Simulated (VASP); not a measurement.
Wanted: the native input for a VASP 6.6.1 run.

| Quantity | Value |
| --- | --- |
| Task | single point |
| Functional | PBE |
| Potentials or basis | VASP PAW PBE potentials, release 64 (B, C) |
| Cutoff | 520 eV |
| k mesh | 6 × 6 × 6 |
| Occupations | gaussian, width 0.1 eV |
| Spin | no spin polarisation |
| Dipole correction | no |
| Further INCAR settings | ALGO = Normal; EDIFF = 1e-06; NBANDS = 18 |

The structure of B5C lies in POSCAR:

```
B5C
1.0
    4.1015698024     -0.0000000028      0.0000000000
   -2.0507848988      3.5520636457      0.0000000000
    0.0000000000      0.0000000000      2.8588851258
B C
5 1
Direct
    0.3333333333      0.6666666667      0.0000000000
    0.6666666667      0.3333333333      0.0000000000
    0.5000000000      0.0000000000      0.5000000000
    0.5000000000      0.5000000000      0.5000000000
    0.0000000000      0.5000000000      0.5000000000
    0.0000000000      0.0000000000      0.0000000000
```

The cell was generated, and may not be a known phase.

One way to write it, as run:

INCAR

```
  PREC = Accurate
  ENCUT = 520
  EDIFF = 1E-6
  ISMEAR = 0
  SIGMA = 0.1
  LREAL = F
  LASPH = T
  NELM = 100
  ALGO = Normal
  ISIF = 2
  LWAVE = F
  LCHARG = F
  GGA = PE
  NBANDS = 18
```

KPOINTS

```
Automatic mesh
0
Gamma
  6 6 6
```

Potentials or basis: VASP PAW PBE potentials, release 64 (B, C).

Command:

```bash
$ cat potpaw_PBE.64/B/POTCAR potpaw_PBE.64/C/POTCAR > POTCAR
$ mpirun -np 1 vasp_std > vasp.out
```

It gave:

```json
{
 "Pressure": "-0.3 GPa",
 "Band gap on the k mesh": "zero (an odd number of electrons rules out a gap without spin polarisation)"
}
```

Caveat: the k points lie up to 0.37 Å⁻¹ apart, too coarse for converged energies and pressures of a metal.

Run time: 28 s on 1 thread of Intel Xeon 8259CL, with other jobs on the host, peak memory 0.16 GiB.
